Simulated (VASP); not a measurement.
A run of VASP 6.6.1 is set up as follows.

Contents of INCAR:

```
  ALGO = Normal
  EDIFF = 1E-7
  ENCUT = 520
  GGA = PE
  ISIF = 2
  ISMEAR = 0
  LASPH = T
  LCHARG = T
  LELF = T
  LREAL = F
  LVHAR = T
  LWAVE = F
  NBANDS = 42
  NELM = 100
  PREC = Accurate
  SIGMA = 0.2
```

File KPOINTS:

```
k-points
0
Gamma
  6 6 6
```

The input POSCAR:

```
ZrTi3C4
1.0
    4.4483316326     -0.0004732445      0.0007868059
   -0.0004725767      4.4480405533      0.0014299309
   -2.2231631623     -2.2223889955      4.4278246787
Zr Ti C
1 3 4
Direct
    0.5000025860      0.5000062389      0.9999994908
    0.9999984383      1.0000103689      0.9999941059
    0.2500011733      0.7500555761      0.4999983407
    0.7500375421      0.2499642362      0.5000083798
    0.2439052317      0.2438927826      0.4878442653
    0.4999980911      0.0000023945     -0.0000061595
    0.7560563083      0.7560877635      0.5121712133
    0.0000006293      0.4999806393     -0.0000096361
```

Potentials or basis: VASP PAW PBE potentials, release 64 (Zr_sv, Ti_sv, C).

The run is started by

```console
$ cat potpaw_PBE.64/Zr_sv/POTCAR potpaw_PBE.64/Ti_sv/POTCAR potpaw_PBE.64/C/POTCAR > POTCAR
$ mpirun -np 1 vasp_std > vasp.out
```

What does it give for the pressure?

0.3 GPa.

What does it give for the band gap on the k mesh?

Zero (band 32 reaches 10.09 eV, above the bottom of band 33 at 9.08 eV).

Forces in eV/Å, atoms in the order of the input:
```
Zr   0.000  0.000  0.000
Ti   0.000 -0.001  0.001
Ti  -0.001 -0.001  0.000
Ti  -0.001  0.000  0.000
C    0.000  0.001  0.001
C    0.000  0.000  0.000
C    0.002  0.000 -0.002
C    0.000  0.001  0.000
```
